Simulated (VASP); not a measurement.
# Li (I4/mmm) in VASP: single point with r2SCAN

Aim: the single point of Li with r2SCAN.

Everything below comes from runs of VASP 6.6.1. Logs are shortened: lines on timing, memory, paths and dates and some standing lists are left out, and cuts for length are marked.

**1. The cell of the first run**

The structure is tetragonal, space group I4/mmm (No. 139). The conventional cell has a = 3.241 Å, b = 3.241 Å, c = 3.989 Å, α = 90.00°, β = 90.00°, γ = 90.00°. Within 4.0 Å of Li (site symmetry 4/mmm) lie 14 Li at 3.04 to 3.99 Å.

**2. Single point, r2SCAN**

File POSCAR:

```
Li
1.0
   -1.6206602540      1.6206602540      1.9944657551
    1.6206602540     -1.6206602540      1.9944657551
    1.6206602540      1.6206602540     -1.9944657551
Li
1
Direct
    0.0000000000      0.0000000000      0.0000000000
```

File INCAR.step1:

```
  ALGO = Normal
  EDIFF = 1E-4
  ENCUT = 520
  GGA = PE
  ISMEAR = 0
  LASPH = True
  LCHARG = False
  LREAL = False
  LWAVE = True
  NBANDS = 8
  NELM = 100
  PREC = Accurate
  SIGMA = 0.1
```

File INCAR.step2:

```
  ALGO = Normal
  EDIFF = 1E-6
  ENCUT = 520
  ISIF = 2
  ISMEAR = 0
  ISTART = 1
  LASPH = True
  LCHARG = False
  LMIXTAU = True
  LREAL = False
  LWAVE = False
  METAGGA = R2SCAN
  NBANDS = 8
  NELM = 100
  PREC = Accurate
  SIGMA = 0.1
```

File KPOINTS:

```
k-points
0
Gamma
  24 24 24
```

Potentials or basis: VASP PAW PBE potentials, release 64 (Li_sv).

Launch:

```bash
> cat potpaw_PBE.64/Li_sv/POTCAR > POTCAR
> cp INCAR.step1 INCAR
> mpirun -np 1 vasp_std > vasp.out
> cp INCAR.step2 INCAR
> mpirun -np 1 vasp_std > vasp.out
```

OUTCAR:

```text
EDIFF = 1E-6
   ENCUT = 520
   ISIF = 2
   ISMEAR = 0
   ISTART = 1
   LASPH = True
   LREAL = False
   METAGGA = R2SCAN
   NELM = 100
   PREC = Accurate

 ion  position               nearest neighbor table
   1  0.000  0.000  0.000-

  LATTYP: Found a body centered tetragonal cell.
 ALAT       =     3.2413205080
 C/A-ratio  =     1.2306501317

  Lattice vectors:

 A1 = (  -1.6206602540,   1.6206602540,   1.9944657551)
 A2 = (   1.6206602540,  -1.6206602540,   1.9944657551)
 A3 = (   1.6206602540,   1.6206602540,  -1.9944657551)

Analysis of symmetry for initial positions (statically):
=====================================================================
 Subroutine PRICEL returns:
 Original cell was already a primitive cell.

 Routine SETGRP: Setting up the symmetry group for a
 body centered tetragonal supercell.

 Subroutine GETGRP returns: Found 16 space group operations
 (whereof 16 operations were pure point group operations)
 out of a pool of 16 trial point group operations.

The static configuration has the point symmetry D_4h.

Analysis of symmetry for dynamics (positions and initial velocities):
=====================================================================
 Subroutine PRICEL returns:
 Original cell was already a primitive cell.

 Routine SETGRP: Setting up the symmetry group for a
 body centered tetragonal supercell.

 Subroutine GETGRP returns: Found 16 space group operations
 (whereof 16 operations were pure point group operations)
 out of a pool of 16 trial point group operations.

The dynamic configuration has the point symmetry D_4h.

 Subroutine INISYM returns: Found 16 space group operations
 (whereof 16 operations are pure point group operations),
 and found     1 'primitive' translations

----------------------------------------------------------------------------------------

                                     Primitive cell

  volume of cell :      20.9542

  direct lattice vectors                    reciprocal lattice vectors
    -1.620660254  1.620660254  1.994465755     0.000000000  0.308516235  0.250693700
     1.620660254 -1.620660254  1.994465755     0.308516235  0.000000000  0.250693700
     1.620660254  1.620660254 -1.994465755     0.308516235  0.308516235  0.000000000

  length of vectors
     3.038251630  3.038251630  3.038251630     0.397529368  0.397529368  0.436307844

[... 73 lines left out ...]
   LNONCOLLINEAR =      F non collinear calculations
   LSORBIT =      F    spin-orbit coupling
   LASPH  =      T    aspherical Exc in radial PAW
   ENCUT  =  520.0 eV  38.22 Ry    6.18 a.u.   5.65  5.65  5.65*2*pi/ulx,y,z
   NELM   =    100;   NELMIN=  2; NELMDL=  0     # of ELM steps
   EDIFF  = 0.1E-05   stopping-criterion for ELM
   LREAL  =      F    real-space projection
   EDIFFG = 0.1E-04   stopping-criterion for IOM
   NSW    =      0    number of steps for IOM
   IBRION =     -1    ionic relax: 0-MD 1-quasi-New 2-CG
   NFREE  =      0    steps in history (QN), initial steepest desc. (CG)
   ISIF   =      2    stress and relaxation
   ISYM   =      2    0-nonsym 1-usesym 2-fastsym
   POTIM  = 0.5000    time-step for ionic-motion
   TEBEG  =    0.0;   TEEND  =   0.0 temperature during run
   PSTRESS=    0.0 pullay stress
   NELECT =       3.0000    total number of electrons
   NUPDOWN=      -1.0000    fix difference up-down
   EMIN   =  10.00;   EMAX   =-10.00  energy-range for DOS
   EFERMI =   0.00;   METHOD = LEGACY
   ISMEAR =     0;   SIGMA  =   0.10  broadening in eV -4-tet -1-fermi 0-gaus
   EFERMI_NEDOS =   21; number of points for ismear=-14 and -15
   IALGO  =     38    algorithm
   IMIX   =      4    mixing-type and parameters
     AMIX     =   0.40;   BMIX     =  1.00
     AMIX_MAG =   1.60;   BMIX_MAG =  1.00
  volume/ion in A,a.u.               =      20.95       141.41
  Fermi-wavevector in a.u.,A,eV,Ry     =   0.856430  1.618418  9.979491  0.733472
  Thomas-Fermi vector in A             =   1.973330
   LORBIT       =      0    0 simple, 1 ext, 2 COOP (PROOUT), +10 PAW based schemes
   METAGGA = R2SCAN    functional components
   LHFCALC =     F    Hartree Fock is set to
   AEXX    =    0.0000 exact exchange contribution
   IVDW    =     0    specifies the selected vdW correction
   LEPSILON=     F    determine dielectric tensor
   LRPA    =     F    only Hartree local field effects (RPA)
 non-spin polarized calculation
 Gauss-broadening in eV      SIGMA  =   0.10
  energy-cutoff  :      520.00
  volume of cell :       20.95
 maximum number of plane-waves:       579
   NGX = 11   NGY = 11   NGZ = 11

 number of electron       2.9999997 magnetization

 Free energy of the ion-electron system (eV)
  ---------------------------------------------------
  ext. energy  EPLUGINS =         0.00000000
  ---------------------------------------------------
  free energy    TOTEN  =        -2.38406728 eV

  energy without entropy =       -2.38203896  energy(sigma->0) =       -2.38305312

 E-fermi :   0.5604     XC(G=0):  -7.3611

 val. band max:        0.5516141930   @ k =   0.4583   0.0417  -0.0000
 cond. band min:       0.5636967772   @ k =  -0.1667  -0.4167   0.0833
 fundamental gap:      0.0120825843
 Fermi energy:         0.5604359109

 k-point     1 :       0.0000    0.0000    0.0000
  band No.  band energies     occupation
      1     -47.6089      2.00000
      2      -3.2628      2.00000
      3      16.0902      0.00000
      4      16.3587      0.00000
      5      16.3594      0.00000
      6      19.5729      0.00000
      7      19.5729      0.00000
      8      20.0983      0.00000
[... 243 lines left out ...]
 k-point    24 :       0.4583    0.0417   -0.0000
  band No.  band energies     occupation
      1     -47.5918      2.00000
      2       0.5516      1.09928
      3       3.7837      0.00000
      4      12.8707      0.00000
      5      14.1427      0.00000
      6      16.9662      0.00000
      7      18.7802      0.00000
      8      20.3971      0.00000

 [... further k-points ...]
[... 5 lines left out ...]
  --------------------------------------------------------------------------------------
  -------------------------------------------------------------------------------------
  Total       -0.0352960     -0.0352960     -0.0253609      0.0000000     -0.0000000      0.0000000
  in kB       -2.6987693     -2.6987693     -1.9391183      0.0000000     -0.0000000      0.0000000
  external PRESSURE =      -2.4455523 kB  Pullay stress =       0.0000000 kB

 VOLUME and BASIS-vectors are now :
 -----------------------------------------------------------------------------
  energy-cutoff  :      520.00
  volume of cell :       20.95
      direct lattice vectors                 reciprocal lattice vectors
    -1.620660254  1.620660254  1.994465755     0.000000000  0.308516235  0.250693700
     1.620660254 -1.620660254  1.994465755     0.308516235  0.000000000  0.250693700
     1.620660254  1.620660254 -1.994465755     0.308516235  0.308516235  0.000000000

 POSITION                                       TOTAL-FORCE (eV/Angst)
 -----------------------------------------------------------------------------------
      0.00000      0.00000      0.00000        -0.000000     -0.000000      0.000000
 -----------------------------------------------------------------------------------
    total drift:                               -0.000000      0.000000     -0.000000

  FREE ENERGIE OF THE ION-ELECTRON SYSTEM (eV)
  ---------------------------------------------------
  free  energy   TOTEN  =        -2.3840672838 eV

  energy  without entropy=       -2.3820389553  energy(sigma->0) =       -2.38305312
```

OSZICAR.step1:

```text
N       E                     dE             d eps       ncg     rms          rms(c)
DAV:   1    -0.128235910675E+00   -0.12824E+00   -0.71082E+02 17128   0.259E+02
DAV:   2    -0.187908605931E+01   -0.17509E+01   -0.17034E+01 24752   0.345E+01
DAV:   3    -0.190685928348E+01   -0.27773E-01   -0.27558E-01 19576   0.318E+00
DAV:   4    -0.190726841153E+01   -0.40913E-03   -0.40888E-03 25680   0.324E-01
DAV:   5    -0.190727013491E+01   -0.17234E-05   -0.17233E-05 20184   0.141E-02    0.234E-01
DAV:   6    -0.190610977335E+01    0.11604E-02   -0.28827E-04 27040   0.673E-02    0.133E-01
DAV:   7    -0.190554041109E+01    0.56936E-03   -0.68055E-04 26392   0.102E-01    0.279E-02
DAV:   8    -0.190554010161E+01    0.30948E-06   -0.57949E-06  9680   0.182E-02
   1 F= -.19055401E+01 E0= -.19044277E+01  d E =-.222483E-02
```

It took 5.5 min on 1 thread of Intel Xeon Platinum 8488C (Sapphire Rapids), shared host; peak memory 0.24 GiB.

Results:

| Item | Value |
| --- | --- |
| Free energy | -2.3841 eV |
| Band gap on the k mesh | zero (an odd number of electrons rules out a gap without spin polarisation) |

Levels at points of the mesh, in eV from the Fermi level:
```tsv
k point	band 1	band 2	band 3	band 4	band 5	band 6
(0.00, 0.00, 0.00)	-48.17	-3.82	15.53	15.80	15.80	19.01
(0.50, 0.00, 0.00)	-48.15	0.03	3.11	12.54	14.02	15.82
(0.50, 0.50, 0.00)	-48.15	1.04	4.28	9.64	10.30	11.91
(0.50, 0.50, 0.50)	-48.14	3.09	6.20	7.73	7.73	9.72
```

Caveat: the cutoff is under 1.25 times the usual one of these potentials, so pressure, stress and relaxed cells hold a basis-set (Pulay) error; the PAW data sets were made with another functional, which shifts forces and pressure a little.
